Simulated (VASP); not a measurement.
A run of VASP 6.6.1 is set up as follows.

Contents of INCAR:

```
  PREC = Accurate
  ENCUT = 520
  EDIFF = 1E-7
  ISMEAR = 0
  SIGMA = 0.1
  LREAL = F
  LASPH = T
  NELM = 60
  ALGO = Fast
  ISIF = 2
  LWAVE = F
  LCHARG = T
  GGA = PE
  LELF = T
  LVHAR = T
  NBANDS = 10
  ISYM = 0
```

The input KPOINTS:

```
Automatic mesh
0
Gamma
  13 13 18
```

The input POSCAR:

```
Ir
1.0
    2.7369673168      0.0000000000      0.0000000000
    0.0000000000      2.7369673168      0.0000000000
    1.3684836584      1.3684836584      1.9353281496
Ir
1
Direct
    0.0000000000      0.0000000000      0.0000000000
```

Potentials or basis: VASP PAW PBE potentials, release 64 (Ir).

Run with:

```sh
$ cat potpaw_PBE.64/Ir/POTCAR > POTCAR
$ mpirun -np 1 vasp_std > vasp.out
```

(1) Predict the pressure.

Answers

(1) 0.5 GPa.
